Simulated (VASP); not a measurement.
# Rb4Cu (Im-3m) in VASP: single point with PBE

Aim: the single point of Rb4Cu with PBE.

All numbers are computed with VASP 6.6.1; they aren't measurements. Logs are shortened: lines on timing, memory, paths and dates and some standing lists are left out, and cuts for length are marked.

### Step 1. The cell of the first run

It takes space group Im-3m (No. 229, cubic). Conventional cell: a = 7.065 Å, b = 7.065 Å, c = 7.065 Å, α = 90.00°, β = 90.00°, γ = 90.00°. Rb (site symmetry -3m) has 2 Cu at 3.06 Å and 6 Rb at 3.53 Å within 4.0 Å. Within 4.0 Å of Cu (site symmetry m-3m) lie 8 Rb at 3.06 Å.

### Step 2. Single point, PBE

File INCAR:

```
PREC = Accurate
ENCUT = 520
EDIFF = 1E-6
ISMEAR = 0
SIGMA = 0.1
LREAL = F
LASPH = T
NELM = 60
ALGO = Fast
ISIF = 2
LWAVE = F
LCHARG = F
GGA = PE
NBANDS = 32
```

File KPOINTS:

```
regular mesh
0
Gamma
  4 4 4
```

File POSCAR:

```
Rb4Cu
1.0
   -3.5325710600      3.5325710600      3.5325710600
    3.5325710600     -3.5325710600      3.5325710600
    3.5325710600      3.5325710600     -3.5325710600
Rb Cu
4 1
Direct
    0.5000000000      0.5000000000      0.5000000000
    0.5000000000      0.0000000000      0.0000000000
    0.0000000000      0.0000000000      0.5000000000
    0.0000000000      0.5000000000      0.0000000000
    0.0000000000      0.0000000000      0.0000000000
```

Potentials or basis: VASP PAW PBE potentials, release 64 (Rb_sv, Cu).

Launch:

```
> cat potpaw_PBE.64/Rb_sv/POTCAR potpaw_PBE.64/Cu/POTCAR > POTCAR
> mpirun -np 1 vasp_std > vasp.out
```

OUTCAR:

```text
PREC = Accurate
   ENCUT = 520
   EDIFF = 1E-6
   ISMEAR = 0
   LREAL = F
   LASPH = T
   NELM = 60
   ISIF = 2
   GGA = PE

 ion  position               nearest neighbor table
   1  0.500  0.500  0.500-   5 3.06   5 3.06   4 3.53   2 3.53   2 3.53   4 3.53   3 3.53   3 3.53
                             4 5.00   2 5.00   3 5.00   4 5.00   3 5.00   4 5.00   3 5.00   2 5.00
   2  0.500  0.000  0.000-   5 3.06   5 3.06   4 3.53   1 3.53   1 3.53   3 3.53   3 3.53   4 3.53
                             3 5.00   1 5.00   4 5.00   3 5.00   3 5.00   4 5.00   4 5.00   1 5.00
   3  0.000  0.000  0.500-   5 3.06   5 3.06   4 3.53   1 3.53   2 3.53   4 3.53   2 3.53   1 3.53
                             4 5.00   2 5.00   1 5.00   4 5.00   1 5.00   1 5.00   2 5.00   4 5.00
   4  0.000  0.500  0.000-   5 3.06   5 3.06   3 3.53   1 3.53   2 3.53   3 3.53   1 3.53   2 3.53
                             3 5.00   2 5.00   3 5.00   1 5.00   2 5.00   1 5.00   2 5.00   3 5.00
   5  0.000  0.000  0.000-   1 3.06   2 3.06   3 3.06   4 3.06   3 3.06   4 3.06   2 3.06   1 3.06

  LATTYP: Found a body centered cubic cell.
 ALAT       =     7.0651421200

  Lattice vectors:

 A1 = (  -3.5325710600,   3.5325710600,   3.5325710600)
 A2 = (   3.5325710600,  -3.5325710600,   3.5325710600)
 A3 = (   3.5325710600,   3.5325710600,  -3.5325710600)

Analysis of symmetry for initial positions (statically):
=====================================================================
 Subroutine PRICEL returns:
 Original cell was already a primitive cell.

 Routine SETGRP: Setting up the symmetry group for a
 body centered cubic supercell.

 Subroutine GETGRP returns: Found 48 space group operations
 (whereof 48 operations were pure point group operations)
 out of a pool of 48 trial point group operations.

The static configuration has the point symmetry O_h .

Analysis of symmetry for dynamics (positions and initial velocities):
=====================================================================
 Subroutine PRICEL returns:
 Original cell was already a primitive cell.

 Routine SETGRP: Setting up the symmetry group for a
 body centered cubic supercell.

 Subroutine GETGRP returns: Found 48 space group operations
 (whereof 48 operations were pure point group operations)
 out of a pool of 48 trial point group operations.

The dynamic configuration has the point symmetry O_h .

 Subroutine INISYM returns: Found 48 space group operations
 (whereof 48 operations are pure point group operations),
 and found     1 'primitive' translations

----------------------------------------------------------------------------------------

                                     Primitive cell

  volume of cell :     176.3326

  direct lattice vectors                    reciprocal lattice vectors
    -3.532571060  3.532571060  3.532571060     0.000000000  0.141539969  0.141539969
     3.532571060 -3.532571060  3.532571060     0.141539969  0.000000000  0.141539969
     3.532571060  3.532571060 -3.532571060     0.141539969  0.141539969  0.000000000

  length of vectors
     6.118592557  6.118592557  6.118592557     0.200167744  0.200167744  0.200167744

  position of ions in fractional coordinates (direct lattice)
     0.500000000  0.500000000  0.500000000
     0.500000000  0.000000000  0.000000000
     0.000000000  0.000000000  0.500000000
     0.000000000  0.500000000  0.000000000
     0.000000000  0.000000000  0.000000000

  ion indices of the primitive-cell ions
   primitive index   ion index
                 1           1
                 2           2
                 3           3
                 4           4
                 5           5

----------------------------------------------------------------------------------------

 KPOINTS: regular mesh

Automatic generation of k-mesh.
 Grid dimensions read from file:
 generate k-points for:    4    4    4

 Generating k-lattice:

  Cartesian coordinates                     Fractional coordinates (reciprocal lattice)
     0.000000000  0.035384992  0.035384992     0.250000000  0.000000000  0.000000000
     0.035384992  0.000000000  0.035384992     0.000000000  0.250000000  0.000000000
     0.035384992  0.035384992  0.000000000     0.000000000  0.000000000  0.250000000

  Length of vectors
     0.050041936  0.050041936  0.050041936

  Shift w.r.t. Gamma in fractional coordinates (k-lattice)
     0.000000000  0.000000000  0.000000000

 Subroutine IBZKPT returns following result:
 ===========================================

 Found      8 irreducible k-points:

 Following reciprocal coordinates:
            Coordinates               Weight
  0.000000  0.000000  0.000000      1.000000
  0.250000  0.000000  0.000000     12.000000
  0.500000  0.000000  0.000000      6.000000
  0.250000  0.250000  0.000000     24.000000
  0.250000  0.250000  0.250000      2.000000
 -0.250000  0.250000  0.250000      6.000000
  0.500000  0.500000  0.250000     12.000000
  0.500000  0.500000  0.500000      1.000000
   k-points           NKPTS =      8   k-points in BZ     NKDIM =      8   number of bands    NBANDS=     32
   number of dos      NEDOS =    301   number of ions     NIONS =      5
   total plane-waves  NPLWV = 110592
   dimension x,y,z NGX =    48 NGY =   48 NGZ =   48
   dimension x,y,z NGXF=    96 NGYF=   96 NGZF=   96
   ions per type =               4   1
   NGX,Y,Z   is equivalent  to a cutoff of  13.04, 13.04, 13.04 a.u.
   NGXF,Y,Z  is equivalent  to a cutoff of  26.08, 26.08, 26.08 a.u.
 SYSTEM =  unknown system
   PREC   = accura    normal or accurate (medium, high low for compatibility)
   ISTART =      0    job   : 0-new  1-cont  2-samecut
   ICHARG =      2    charge: 1-file 2-atom 10-const
   ISPIN  =      1    spin polarized calculation?
   LNONCOLLINEAR =      F non collinear calculations
   LSORBIT =      F    spin-orbit coupling
   LASPH  =      T    aspherical Exc in radial PAW
   ENCUT  =  520.0 eV  38.22 Ry    6.18 a.u.  11.38 11.38 11.38*2*pi/ulx,y,z
   NELM   =     60;   NELMIN=  2; NELMDL= -5     # of ELM steps
   EDIFF  = 0.1E-05   stopping-criterion for ELM
   LREAL  =      F    real-space projection
   EDIFFG = 0.1E-04   stopping-criterion for IOM
   NSW    =      0    number of steps for IOM
   IBRION =     -1    ionic relax: 0-MD 1-quasi-New 2-CG
   NFREE  =      0    steps in history (QN), initial steepest desc. (CG)
   ISIF   =      2    stress and relaxation
   ISYM   =      2    0-nonsym 1-usesym 2-fastsym
   POTIM  = 0.5000    time-step for ionic-motion
   TEBEG  =    0.0;   TEEND  =   0.0 temperature during run
   PSTRESS=    0.0 pullay stress
   NELECT =      47.0000    total number of electrons
   NUPDOWN=      -1.0000    fix difference up-down
   EMIN   =  10.00;   EMAX   =-10.00  energy-range for DOS
   EFERMI =   0.00;   METHOD = LEGACY
   ISMEAR =     0;   SIGMA  =   0.10  broadening in eV -4-tet -1-fermi 0-gaus
   EFERMI_NEDOS =   21; number of points for ismear=-14 and -15
   IALGO  =     68    algorithm
   IMIX   =      4    mixing-type and parameters
     AMIX     =   0.40;   BMIX     =  1.00
     AMIX_MAG =   1.60;   BMIX_MAG =  1.00
  volume/ion in A,a.u.               =      35.27       237.99
  Fermi-wavevector in a.u.,A,eV,Ry     =   1.053570  1.990958 15.102587  1.110009
  Thomas-Fermi vector in A             =   2.188696
   LORBIT       =      0    0 simple, 1 ext, 2 COOP (PROOUT), +10 PAW based schemes
   GGA     = PE    functional components
   LHFCALC =     F    Hartree Fock is set to
   AEXX    =    0.0000 exact exchange contribution
   IVDW    =     0    specifies the selected vdW correction
   LEPSILON=     F    determine dielectric tensor
   LRPA    =     F    only Hartree local field effects (RPA)
 non-spin polarized calculation
 RMM-DIIS sequential band-by-band and
 Gauss-broadening in eV      SIGMA  =   0.10
  energy-cutoff  :      520.00
  volume of cell :      176.33
 maximum number of plane-waves:      4770
 NGX is ok and might be reduce to    48
   NGX = 23   NGY = 23   NGZ = 23

 number of electron      47.0000012 magnetization

 Free energy of the ion-electron system (eV)
  ---------------------------------------------------
  ext. energy  EPLUGINS =         0.00000000
  ---------------------------------------------------
  free energy    TOTEN  =        -3.52146144 eV

  energy without entropy =       -3.48072295  energy(sigma->0) =       -3.50109219

 E-fermi :   2.8758     XC(G=0):  -8.1291

 val. band max:        2.8442430188   @ k =   0.2500   0.2500   0.0000
 cond. band min:       2.9123970888   @ k =   0.2500   0.0000   0.0000
 fundamental gap:      0.0681540700
 Fermi energy:         2.8758073231

 k-point     1 :       0.0000    0.0000    0.0000
  band No.  band energies     occupation
      1     -26.1171      2.00000
      2     -25.9001      2.00000
      3     -25.9001      2.00000
      4     -25.9001      2.00000
      5     -10.6827      2.00000
      6     -10.6827      2.00000
[... 24 lines left out ...]
     31       5.9422      0.00000
     32       5.9422      0.00000

 k-point     2 :       0.2500    0.0000    0.0000
  band No.  band energies     occupation
      1     -26.0850      2.00000
      2     -25.9315      2.00000
      3     -25.9012      2.00000
      4     -25.9011      2.00000
      5     -10.6896      2.00000
      6     -10.6809      2.00000
[... 24 lines left out ...]
     31       5.7741      0.00000
     32       5.9940      0.00000
[... 173 lines left out ...]
     31       5.9947      0.00000
     32       6.0480      0.00000

 k-point     8 :       0.5000    0.5000    0.5000
  band No.  band energies     occupation
      1     -26.0051      2.00000
      2     -26.0051      2.00000
      3     -26.0051      2.00000
      4     -25.7995      2.00000
      5     -10.9813      2.00000
      6     -10.8820      2.00000
[... 24 lines left out ...]
     31       5.9489      0.00000
     32       5.9489      0.00000

------------------------ aborting loop because EDIFF is reached ----------------------------------------

  FORCE on cell =-STRESS in cart. coord.  units (eV):
  Direction    XX          YY          ZZ          XY          YZ          ZX
  --------------------------------------------------------------------------------------
  -------------------------------------------------------------------------------------
  Total        9.8432293      9.8432293      9.8432293     -0.0000000     -0.0000000     -0.0000000
  in kB       89.4366396     89.4366396     89.4366396     -0.0000000     -0.0000000     -0.0000000
  external PRESSURE =      89.4366396 kB  Pullay stress =       0.0000000 kB

 VOLUME and BASIS-vectors are now :
 -----------------------------------------------------------------------------
  energy-cutoff  :      520.00
  volume of cell :      176.33
      direct lattice vectors                 reciprocal lattice vectors
    -3.532571060  3.532571060  3.532571060     0.000000000  0.141539969  0.141539969
     3.532571060 -3.532571060  3.532571060     0.141539969  0.000000000  0.141539969
     3.532571060  3.532571060 -3.532571060     0.141539969  0.141539969  0.000000000

 POSITION                                       TOTAL-FORCE (eV/Angst)
 -----------------------------------------------------------------------------------
      1.76629      1.76629      1.76629         0.000000      0.000000     -0.000000
     -1.76629      1.76629      1.76629        -0.000000     -0.000000      0.000000
      1.76629      1.76629     -1.76629        -0.000000      0.000000     -0.000000
      1.76629     -1.76629      1.76629         0.000000      0.000000      0.000000
      0.00000      0.00000      0.00000         0.000000      0.000000     -0.000000
 -----------------------------------------------------------------------------------
    total drift:                                0.000000      0.000000     -0.000000

  FREE ENERGIE OF THE ION-ELECTRON SYSTEM (eV)
  ---------------------------------------------------
  free  energy   TOTEN  =        -3.5214614392 eV

  energy  without entropy=       -3.4807229461  energy(sigma->0) =       -3.50109219
```

Wall time 3.5 min (1 thread of AMD EPYC 7R13 (Zen 3), shared host); peak memory 0.3 GiB.

What came out:

| Item | Value |
| --- | --- |
| Free energy | -3.5215 eV |
| Pressure | 8.9 GPa |

Levels at points of the mesh, in eV from the Fermi level:
```
           k point  band 19  band 20  band 21  band 22  band 23  band 24  band 25  band 26  band 27  band 28
(0.00, 0.00, 0.00)    -3.24    -3.20    -3.20    -3.20    -1.53    -0.21    -0.21     2.24     2.24     2.93
(0.50, 0.00, 0.00)    -3.14    -3.14    -3.00    -2.54    -0.98     0.08     0.36     1.16     1.32     2.41
(0.50, 0.50, 0.50)    -2.99    -2.99    -2.99    -1.43    -0.50    -0.50    -0.50     0.99     0.99     0.99
```
